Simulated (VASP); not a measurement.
# BaTiO3 (Amm2) in VASP: a series of runs

The runs below take BaTiO3 through single point, with PBE+U.

Program: VASP 6.6.1. These are calculated values, not measurements. Logs are shortened: lines on timing, memory, paths and dates and some standing lists are left out, and cuts for length are marked.

## 1. The cell of the first run

The structure is orthorhombic, space group Amm2 (No. 38). The conventional cell has a = 4.008 Å, b = 5.747 Å, c = 5.916 Å, α = 90.00°, β = 90.00°, γ = 90.00°. Ba (site symmetry mm2) has 12 O at 2.83 to 3.06 Å and 8 Ti at 3.50 to 3.63 Å within 3.7 Å. Within 2.5 Å of Ti (site symmetry mm2) lie 6 O at 1.91 to 2.22 Å. O (site symmetry mm2) has 2 Ti at 2.01 Å within 2.7 Å. O (site symmetry m) has 2 Ti at 1.91 to 2.22 Å within 2.5 Å.

## 2. Single point, PBE+U (strain +0.000 along x and y, +0.025 along z)

Input file INCAR:

```
PREC = Accurate
ENCUT = 520
EDIFF = 1E-6
ISMEAR = 0
SIGMA = 0.05
LREAL = False
LASPH = True
NELM = 150
ALGO = Normal
ISIF = 2
LWAVE = False
LCHARG = False
LMAXMIX = 4
LDAU = True
LDAUTYPE = 2
LDAUL = -1 2 -1
LDAUU = 0 4 0
LDAUJ = 0 0 0
LDAUPRINT = 1
GGA = PE
NBANDS = 28
```

Input file KPOINTS:

```
Automatic mesh
0
Gamma
  6 6 6
```

Input file POSCAR:

```
BaTiO3
1.0
    4.0082194129      0.0000000000      0.0000000000
    0.0000000000      2.8732814832      2.9580664015
    0.0000000000     -2.8732814832      2.9580664015
Ba Ti O
1 1 3
Direct
    0.0000000000      0.0080771898      0.0080771898
    0.5000000000      0.5197092923      0.5197092923
    0.0000000000      0.4916268263      0.4916268263
    0.5000000000      0.4938075436      0.9829991481
    0.5000000000      0.9829991481      0.4938075436
```

Potentials or basis: VASP PAW PBE potentials, release 64 (Ba_sv, Ti_sv, O).

Launch:

```
$ cat potpaw_PBE.64/Ba_sv/POTCAR potpaw_PBE.64/Ti_sv/POTCAR potpaw_PBE.64/O/POTCAR > POTCAR
$ mpirun -np 1 vasp_std > vasp.out
```

OUTCAR:

```text
PREC = Accurate
   ENCUT = 520
   EDIFF = 1E-6
   ISMEAR = 0
   LREAL = False
   LASPH = True
   NELM = 150
   ISIF = 2
   GGA = PE

 ion  position               nearest neighbor table
   1  0.000  0.008  0.008-   4 2.83   5 2.83   4 2.83   5 2.83   3 2.86   3 2.87   3 2.87   5 2.92
                             4 2.92   5 2.92   4 2.92   3 3.06   2 3.50   2 3.50   2 3.50   2 3.50
   2  0.500  0.520  0.520-   4 1.91   5 1.91   3 2.01   3 2.01   5 2.22   4 2.22   1 3.50   1 3.50
                             1 3.50   1 3.50   1 3.52   1 3.52   1 3.63   1 3.63
   3  0.000  0.492  0.492-   2 2.01   2 2.01   1 2.86   1 2.87   1 2.87   1 3.06
   4  0.500  0.494  0.983-   2 1.91   2 2.22   1 2.83   1 2.83   1 2.92   1 2.92
   5  0.500  0.983  0.494-   2 1.91   2 2.22   1 2.83   1 2.83   1 2.92   1 2.92

  LATTYP: Found a base centered orthorhombic cell.
 ALAT       =     5.7465629664
 B/A-ratio  =     1.0295080447
 C/A-ratio  =     0.6974985633

  Lattice vectors:

 A1 = (   0.0000000000,   2.8732814832,  -2.9580664015)
 A2 = (   0.0000000000,   2.8732814832,   2.9580664015)
 A3 = (   4.0082194129,   0.0000000000,   0.0000000000)

Analysis of symmetry for initial positions (statically):
=====================================================================
 Subroutine PRICEL returns:
 Original cell was already a primitive cell.

 Routine SETGRP: Setting up the symmetry group for a
 base centered orthorhombic supercell.

 Subroutine GETGRP returns: Found  4 space group operations
 (whereof  4 operations were pure point group operations)
 out of a pool of  8 trial point group operations.

The static configuration has the point symmetry C_2v.

Analysis of symmetry for dynamics (positions and initial velocities):
=====================================================================
 Subroutine PRICEL returns:
 Original cell was already a primitive cell.

 Routine SETGRP: Setting up the symmetry group for a
 base centered orthorhombic supercell.

 Subroutine GETGRP returns: Found  4 space group operations
 (whereof  4 operations were pure point group operations)
 out of a pool of  8 trial point group operations.

The dynamic configuration has the point symmetry C_2v.

 Subroutine INISYM returns: Found  4 space group operations
 (whereof  4 operations are pure point group operations),
 and found     1 'primitive' translations

----------------------------------------------------------------------------------------

                                     Primitive cell

  volume of cell :      68.1346

  direct lattice vectors                    reciprocal lattice vectors
     4.008219413  0.000000000  0.000000000     0.249487340  0.000000000  0.000000000
     0.000000000  2.873281483  2.958066401     0.000000000  0.174017061  0.169029336
     0.000000000 -2.873281483  2.958066401     0.000000000 -0.174017061  0.169029336

  length of vectors
     4.008219413  4.123821446  4.123821446     0.249487340  0.242596072  0.242596072

  position of ions in fractional coordinates (direct lattice)
     0.000000000  0.008077190  0.008077190
     0.500000000  0.519709292  0.519709292
     0.000000000  0.491626826  0.491626826
     0.500000000  0.493807544  0.982999148
     0.500000000  0.982999148  0.493807544

  ion indices of the primitive-cell ions
   primitive index   ion index
                 1           1
                 2           2
                 3           3
                 4           4
                 5           5

----------------------------------------------------------------------------------------

 KPOINTS: Automatic mesh

Automatic generation of k-mesh.
 Grid dimensions read from file:
 generate k-points for:    6    6    6

 Generating k-lattice:
[... 54 lines left out ...]
   ISTART =      0    job   : 0-new  1-cont  2-samecut
   ICHARG =      2    charge: 1-file 2-atom 10-const
   ISPIN  =      1    spin polarized calculation?
   LNONCOLLINEAR =      F non collinear calculations
   LSORBIT =      F    spin-orbit coupling
   LASPH  =      T    aspherical Exc in radial PAW
   ENCUT  =  520.0 eV  38.22 Ry    6.18 a.u.   7.45  7.67  7.67*2*pi/ulx,y,z
   NELM   =    150;   NELMIN=  2; NELMDL= -5     # of ELM steps
   EDIFF  = 0.1E-05   stopping-criterion for ELM
   LREAL  =      F    real-space projection
   EDIFFG = 0.1E-04   stopping-criterion for IOM
   NSW    =      0    number of steps for IOM
   IBRION =     -1    ionic relax: 0-MD 1-quasi-New 2-CG
   NFREE  =      0    steps in history (QN), initial steepest desc. (CG)
   ISIF   =      2    stress and relaxation
   ISYM   =      2    0-nonsym 1-usesym 2-fastsym
   POTIM  = 0.5000    time-step for ionic-motion
   TEBEG  =    0.0;   TEEND  =   0.0 temperature during run
   PSTRESS=    0.0 pullay stress
   NELECT =      40.0000    total number of electrons
   NUPDOWN=      -1.0000    fix difference up-down
   EMIN   =  10.00;   EMAX   =-10.00  energy-range for DOS
   EFERMI =   0.00;   METHOD = LEGACY
   ISMEAR =     0;   SIGMA  =   0.05  broadening in eV -4-tet -1-fermi 0-gaus
   EFERMI_NEDOS =   21; number of points for ismear=-14 and -15
   IALGO  =     38    algorithm
   IMIX   =      4    mixing-type and parameters
     AMIX     =   0.40;   BMIX     =  1.00
     AMIX_MAG =   1.60;   BMIX_MAG =  1.00
  volume/ion in A,a.u.               =      13.63        91.96
  Fermi-wavevector in a.u.,A,eV,Ry     =   1.370794  2.590426 25.566396  1.879077
  Thomas-Fermi vector in A             =   2.496549
   LORBIT       =      0    0 simple, 1 ext, 2 COOP (PROOUT), +10 PAW based schemes
 LDA+U is selected, type is set to LDAUTYPE =  2
   angular momentum for each species LDAUL =    -1    2   -1
   U (eV)           for each species LDAUU =   0.0  4.0  0.0
   J (eV)           for each species LDAUJ =   0.0  0.0  0.0
   GGA     = PE    functional components
   LHFCALC =     F    Hartree Fock is set to
   AEXX    =    0.0000 exact exchange contribution
   IVDW    =     0    specifies the selected vdW correction
   LEPSILON=     F    determine dielectric tensor
   LRPA    =     F    only Hartree local field effects (RPA)
 non-spin polarized calculation
 Gauss-broadening in eV      SIGMA  =   0.05
  energy-cutoff  :      520.00
  volume of cell :       68.13
 maximum number of plane-waves:      1848
 NGX is ok and might be reduce to    30
   NGX = 15   NGY = 15   NGZ = 15

atom =   2  type =  2  l = 2

 onsite density matrix

spin component  1

  0.1082  0.0000  0.0000  0.0000  0.0000
  0.0000  0.2358  0.0000  0.0000  0.0000
  0.0000  0.0000  0.1352  0.0000 -0.0507
  0.0000  0.0000  0.0000  0.1066  0.0000
  0.0000  0.0000 -0.0507  0.0000  0.2074

spin component  2

  0.1082  0.0000  0.0000  0.0000  0.0000
  0.0000  0.2358  0.0000  0.0000  0.0000
  0.0000  0.0000  0.1352  0.0000 -0.0507
  0.0000  0.0000  0.0000  0.1066  0.0000
  0.0000  0.0000 -0.0507  0.0000  0.2074

 occupancies and eigenvectors

  o =  0.1066  v =  0.0000  0.0000  0.0000  1.0000  0.0000  0.0000  0.0000  0.0000  0.0000  0.0000      0.0000  0.0000  0.0000  0.0000  0.0000  0.0000  0.0000  0.0000  0.0000  0.0000
  o =  0.1066  v =  0.0000  0.0000  0.0000  0.0000  0.0000  0.0000  0.0000  0.0000  1.0000  0.0000      0.0000  0.0000  0.0000  0.0000  0.0000  0.0000  0.0000  0.0000  0.0000  0.0000
  o =  0.1082  v =  1.0000  0.0000  0.0000  0.0000  0.0000  0.0000  0.0000  0.0000  0.0000  0.0000      0.0000  0.0000  0.0000  0.0000  0.0000  0.0000  0.0000  0.0000  0.0000  0.0000
  o =  0.1082  v =  0.0000  0.0000  0.0000  0.0000  0.0000  1.0000  0.0000  0.0000  0.0000  0.0000      0.0000  0.0000  0.0000  0.0000  0.0000  0.0000  0.0000  0.0000  0.0000  0.0000
  o =  0.1091  v =  0.0000  0.0000 -0.8889  0.0000 -0.4582  0.0000  0.0000  0.0000  0.0000  0.0000      0.0000  0.0000  0.0000  0.0000  0.0000  0.0000  0.0000  0.0000  0.0000  0.0000
  o =  0.1091  v =  0.0000  0.0000  0.0000  0.0000  0.0000  0.0000  0.0000 -0.8889  0.0000 -0.4582      0.0000  0.0000  0.0000  0.0000  0.0000  0.0000  0.0000  0.0000  0.0000  0.0000
  o =  0.2336  v =  0.0000  0.0000  0.0000  0.0000  0.0000  0.0000  0.0000 -0.4582  0.0000  0.8889      0.0000  0.0000  0.0000  0.0000  0.0000  0.0000  0.0000  0.0000  0.0000  0.0000
  o =  0.2336  v =  0.0000  0.0000 -0.4582  0.0000  0.8889  0.0000  0.0000  0.0000  0.0000  0.0000      0.0000  0.0000  0.0000  0.0000  0.0000  0.0000  0.0000  0.0000  0.0000  0.0000
  o =  0.2358  v =  0.0000  0.0000  0.0000  0.0000  0.0000  0.0000  1.0000  0.0000  0.0000  0.0000      0.0000  0.0000  0.0000  0.0000  0.0000  0.0000  0.0000  0.0000  0.0000  0.0000
  o =  0.2358  v =  0.0000  1.0000  0.0000  0.0000  0.0000  0.0000  0.0000  0.0000  0.0000  0.0000      0.0000  0.0000  0.0000  0.0000  0.0000  0.0000  0.0000  0.0000  0.0000  0.0000

 number of electron      39.9999983 magnetization

 Free energy of the ion-electron system (eV)
  ---------------------------------------------------
  ext. energy  EPLUGINS =         0.00000000
  ---------------------------------------------------
  free energy    TOTEN  =       -37.30799279 eV

  energy without entropy =      -37.30799279  energy(sigma->0) =      -37.30799279

 E-fermi :   3.8217     XC(G=0): -10.9351

 val. band max:        3.5169289655   @ k =   0.5000   0.5000   0.5000
 cond. band min:       5.9050506080   @ k =   0.0000   0.0000   0.0000
 fundamental gap:      2.3881216425
 Fermi energy:         3.8217182367

 k-point     1 :       0.0000    0.0000    0.0000
  band No.  band energies     occupation
      1     -54.2417      2.00000
      2     -30.4218      2.00000
      3     -30.4129      2.00000
      4     -30.3793      2.00000
      5     -21.4937      2.00000
      6     -13.2969      2.00000
[... 733 lines left out ...]
     27      11.4184      0.00000
     28      11.7087      0.00000

 [... further k-points ...]

------------------------ aborting loop because EDIFF is reached ----------------------------------------

  FORCE on cell =-STRESS in cart. coord.  units (eV):
  Direction    XX          YY          ZZ          XY          YZ          ZX
  --------------------------------------------------------------------------------------
  -------------------------------------------------------------------------------------
  Total        0.3612250      0.7590153     -1.4957857      0.0000000      0.0000000      0.0000000
  in kB        8.4941673     17.8481634    -35.1732406      0.0000000      0.0000000      0.0000000
  external PRESSURE =      -2.9436366 kB  Pullay stress =       0.0000000 kB

 VOLUME and BASIS-vectors are now :
 -----------------------------------------------------------------------------
  energy-cutoff  :      520.00
  volume of cell :       68.13
      direct lattice vectors                 reciprocal lattice vectors
     4.008219413  0.000000000  0.000000000     0.249487340  0.000000000  0.000000000
     0.000000000  2.873281483  2.958066401     0.000000000  0.174017061  0.169029336
     0.000000000 -2.873281483  2.958066401     0.000000000 -0.174017061  0.169029336

 POSITION                                       TOTAL-FORCE (eV/Angst)
 -----------------------------------------------------------------------------------
      0.00000      0.00000      0.04779         0.000000      0.000000     -0.003339
      2.00411      0.00000      3.07467         0.000000      0.000000     -0.191831
      0.00000      0.00000      2.90853         0.000000      0.000000     -0.029816
      2.00411     -1.40559      4.36849         0.000000     -0.130418      0.112493
      2.00411      1.40559      4.36849         0.000000      0.130418      0.112493
 -----------------------------------------------------------------------------------
    total drift:                                0.000000      0.000000     -0.000467

  FREE ENERGIE OF THE ION-ELECTRON SYSTEM (eV)
  ---------------------------------------------------
  free  energy   TOTEN  =       -37.3079927899 eV

  energy  without entropy=      -37.3079927899  energy(sigma->0) =      -37.30799279
```

Wall time 43 s (1 thread of AMD EPYC 9R45 (Zen 5), shared host); peak memory 0.21 GiB.

What came out:

```
Free energy            : -37.3080 eV
Pressure               : -0.3 GPa
Largest force          : 0.192 eV/Å
Band gap on the k mesh : 2.39 eV (least direct gap 2.80 eV)
```

Forces in eV/Å, atoms in the order of the input:
```
Ba   0.000  0.000 -0.003
Ti   0.000  0.000 -0.192
O    0.000  0.000 -0.030
O    0.000 -0.130  0.112
O    0.000  0.130  0.112
```

Levels at points of the mesh, in eV from the valence-band top:
```csv
k point,band 17,band 18,band 19,band 20,band 21,band 22,band 23,band 24
"(0.00, 0.00, 0.00)",-1.02,-0.54,-0.49,-0.41,2.39,2.58,2.61,3.93
"(0.50, 0.00, 0.00)",-1.63,-1.59,-1.20,-0.94,2.71,3.87,3.88,3.96
"(0.00, 0.50, 0.00)",-1.69,-1.58,-0.94,-0.83,2.62,3.80,3.80,3.94
"(0.50, 0.50, 0.00)",-1.86,-0.94,-0.92,-0.08,3.83,3.94,4.24,4.35
"(0.00, 0.50, 0.50)",-1.82,-1.06,-0.94,-0.24,3.77,3.87,4.12,4.69
"(0.50, 0.50, 0.50)",-2.27,-0.16,-0.02,0.00,4.33,4.39,4.46,6.04
```

Eigenvalues of the final occupation matrices:
```csv
site,spin,trace,eigenvalues
site 2 d,1,0.79,0.11 0.11 0.11 0.23 0.24
site 2 d,2,0.79,0.11 0.11 0.11 0.23 0.24
```

Caveat: the cell differs from its parent crystal (strain +0.000 along x and y, +0.025 along z); the stress differs along the axes, from -4 to 2 GPa; spin-orbit coupling is left out, which moves the levels of the heavy elements. A k mesh can miss the band edges.

## 3. Single point, PBE+U (strain +0.025 along x and y, +0.000 along z)

Input file INCAR:

```
SYSTEM = BaTiO3
  ALGO = Normal
  EDIFF = 1E-7
  ENCUT = 520
  GGA = PE
  ISIF = 2
  ISMEAR = 0
  LASPH = .True.
  LCHARG = .False.
  LDAU = .True.
  LDAUJ = 0 0 0
  LDAUL = -1 2 -1
  LDAUPRINT = 1
  LDAUTYPE = 2
  LDAUU = 0 4 0
  LMAXMIX = 4
  LREAL = .False.
  LWAVE = .False.
  NBANDS = 28
  NELM = 150
  PREC = Accurate
  SIGMA = 0.05
```

Input file KPOINTS:

```
k-points
0
Gamma
  6 6 6
  0 0 0
```

Edit POSCAR of step 2 so:

```diff
@@ -2,5 +2,5 @@
 1.0
-    4.0082194129      0.0000000000      0.0000000000
-    0.0000000000      2.8732814832      2.9580664015
-    0.0000000000     -2.8732814832      2.9580664015
+    4.1084248982      0.0000000000      0.0000000000
+    0.0000000000      2.9451135203      2.8859184405
+    0.0000000000     -2.9451135203      2.8859184405
 Ba Ti O
```

Potentials or basis: VASP PAW PBE potentials, release 64 (Ba_sv, Ti_sv, O).

Launch:

```
$ cat potpaw_PBE.64/Ba_sv/POTCAR potpaw_PBE.64/Ti_sv/POTCAR potpaw_PBE.64/O/POTCAR > POTCAR
$ mpirun -np 1 vasp_std > vasp.out
```

Run time: 73 s. Hardware: 1 thread of AMD EPYC 9R45 (Zen 5), shared host; peak memory 0.21 GiB.

The run converged. Its results:

```
Free energy            : -37.2840 eV
Pressure               : -4.1 GPa
Largest force          : 0.246 eV/Å
Band gap on the k mesh : 2.38 eV (least direct gap 2.83 eV)
```

Forces in eV/Å, atoms in the order of the input:
```
Ba   0.000  0.000 -0.020
Ti   0.000  0.000 -0.246
O    0.000  0.000  0.088
O    0.000 -0.029  0.089
O    0.000  0.029  0.089
```

Stress tensor (GPa, compression positive):
```
-5.50  0.00  0.00
 0.00 -5.86  0.00
 0.00  0.00 -0.87
```

Levels at points of the mesh, in eV from the valence-band top:
```csv
k point,band 17,band 18,band 19,band 20,band 21,band 22,band 23,band 24
"(0.00, 0.00, 0.00)",-1.08,-0.49,-0.49,-0.45,2.38,2.39,2.52,3.73
"(0.50, 0.00, 0.00)",-1.53,-1.41,-1.13,-1.01,2.64,3.57,3.73,3.76
"(0.00, 0.50, 0.00)",-1.73,-1.62,-0.93,-0.83,2.52,3.66,3.70,3.77
"(0.50, 0.50, 0.00)",-1.89,-1.01,-0.98,-0.10,3.67,3.71,4.06,4.23
"(0.00, 0.50, 0.50)",-1.82,-0.89,-0.88,-0.19,3.70,3.74,4.03,4.34
"(0.50, 0.50, 0.50)",-2.27,-0.12,-0.05,0.00,4.14,4.21,4.30,6.07
```

Eigenvalues of the final occupation matrices:
```tsv
site	spin	trace	eigenvalues
site 2 d	1	0.78	0.10 0.11 0.11 0.22 0.24
site 2 d	2	0.78	0.10 0.11 0.11 0.22 0.24
```

Caveat: the cell differs from its parent crystal (strain +0.025 along x and y, +0.000 along z); the cell stands under tension; spin-orbit coupling is left out, which moves the levels of the heavy elements.
